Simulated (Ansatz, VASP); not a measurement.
# ZnS in VASP and in Ansatz

```
Zn S
1.0
     3.75161    0.00000    0.00000
    -1.87580    3.24899    0.00000
     0.00000    0.00000   12.27947
Zn S
4 4
Direct
  0.00000 0.00000 0.00011
  0.00000 0.00000 0.50011
  0.33333 0.66667 0.25007
  0.66667 0.33333 0.75007
  0.00000 0.00000 0.18724
  0.00000 0.00000 0.68724
  0.33333 0.66667 0.43758
  0.66667 0.33333 0.93758
```

Change from the starting cell: strain -0.015 along x and y, -0.015 along z, atoms carried along.

Alike in both runs: task single point; functional r2SCAN; k mesh 6 × 6 × 2; occupations gaussian, width 0.05 eV; no spin polarisation.

|  | VASP | Ansatz |
| --- | --- | --- |
| version | VASP 6.6.1 | Ansatz 0.2.0 |
| potentials or method | VASP PAW PBE potentials, release 64 (Zn, S), cutoff 520 eV | scalar-relativistic, plane waves, PAW |
| valence electrons in the cell | 72 | 72 |

```csv
,VASP,Ansatz,Ansatz less VASP
gap on the k mesh at the Fermi level (eV),2.97,2.96,-0.014
least direct gap on the mesh (eV),2.97,2.96,-0.014
pressure (GPa),3.9,3.9,-0.02
rms of the force components (eV/Å),0.010,0.003,-0.0066
```

VASP's potentials were made for PBE, not for r2SCAN. Atom by atom the forces differ by 0.007 eV/Å (rms over components).
